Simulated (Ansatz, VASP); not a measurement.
**Rh: VASP beside Ansatz**

```
Rh
1.0
     0.00000    1.90155    1.92057
     1.90155    0.00000    1.92057
     1.90155    1.90155    0.00000
Rh
1
Direct
  0.00000 0.00000 0.00000
```

Change from the starting cell: zz strain of +1 %, crystal datasets.

Alike in both runs: task electric field gradients; functional PBEsol; k mesh 16 × 16 × 16; occupations fermi-dirac, width 0.08 eV; no spin polarisation.

```csv
,VASP,Ansatz
version,VASP 6.6.1,Ansatz 0.2.0
potentials or method,"VASP PAW PBE potentials, release 64 (Rh_pv), cutoff 400 eV","all-electron PAW with datasets made for the crystal, scalar-relativistic"
```

|  | VASP | Ansatz | Ansatz less VASP |
| --- | --- | --- | --- |
| pressure (GPa) | -8.7 | -7.5 | +1.21 |
| traceless stress, the component that is largest in VASP (GPa) | -1.57 | -1.58 | -0.009 |
| size of Vzz on the site where it differs most (V/Å²) | 0.8 | 1.0 | +0.15 |

VASP's potentials were made for PBE, not for PBEsol. Ansatz ran all-electron here, and VASP with PAW potentials.
